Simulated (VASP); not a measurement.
Input of a VASP 6.6.1 run:

Contents of INCAR:

```
  ALGO = Normal
  EDIFF = 1E-7
  EDIFFG = -0.005
  ENCUT = 600
  GGA = PE
  IBRION = 2
  ISIF = 3
  ISMEAR = -1
  LASPH = T
  LCHARG = F
  LREAL = F
  LWAVE = F
  NELM = 60
  NSW = 60
  PREC = Accurate
  SIGMA = 0.1
```

Contents of KPOINTS:

```
k-points
0
Gamma
  16 16 9
```

POSCAR

```
As
1.0
    3.0031658500      0.0000000000      0.0000000000
   -1.5015829250      2.6008179178      0.0000000000
    0.0000000000      0.0000000000      4.8651286769
As
2
Direct
    0.3333333333      0.6666666667      0.2500000000
    0.6666666667      0.3333333333      0.7500000000
```

Potentials or basis: VASP PAW PBE potentials, release 64 (As).

Command:

```sh
$ cat potpaw_PBE.64/As/POTCAR > POTCAR
$ mpirun -np 1 vasp_std > vasp.out
```

(1) Estimate the space group after relaxing (to 0.05 Å).

(2) Estimate the relaxed cell.

(3) Predict the band gap on the k mesh.

Results:

(1) P6_3/mmc (No. 194).

(2) a = 2.959 Å, b = 2.959 Å, c = 5.120 Å, α = 90.00°, β = 90.00°, γ = 120.00°.

(3) zero (band 5 reaches 11.46 eV, above the bottom of band 6 at 3.08 eV).
